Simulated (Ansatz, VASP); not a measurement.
**Bi2Te3 in VASP and in Ansatz**

```
CELL_PARAMETERS angstrom
2.17865 1.25785 9.81224
-2.17865 1.25785 9.81224
0.00000 -2.51569 9.81224
ATOMIC_POSITIONS crystal
Bi 0.81200 0.81200 0.81200
Bi 0.40200 0.40200 0.40200
Te 0.61100 0.61100 0.61100
Te 0.20000 0.20000 0.20000
Te 0.00000 0.00000 0.00000
```

Change from the starting cell: volume scaled by 0.96, crystal datasets.

Alike in both runs: task electric field gradients; functional LDA; k mesh 8 × 8 × 8; occupations fermi-dirac, width 0.08 eV; no spin polarisation.

```csv
,VASP,Ansatz
version,VASP 6.6.1,Ansatz 0.2.0
potentials or method,"VASP PAW LDA potentials, release 64 (Bi_d, Te), cutoff 520 eV","all-electron PAW with datasets made for the crystal, scalar-relativistic"
```

```csv
,VASP,Ansatz,Ansatz less VASP
pressure (GPa),0.3,0.2,-0.09
"traceless stress, the component that is largest in VASP (GPa)",-0.73,-0.73,+0.004
rms of the force components (eV/Å),0.541,0.530,-0.0108
size of Vzz on the site where it differs most (V/Å²),43.6,50.6,+7.02
```

LDA's correlation is that of Perdew and Zunger in VASP and of Perdew and Wang (1992) in Ansatz. Atom by atom the forces differ by 0.012 eV/Å (rms over components). Ansatz ran all-electron here, and VASP with PAW potentials.

Spin-orbit coupling is off throughout.
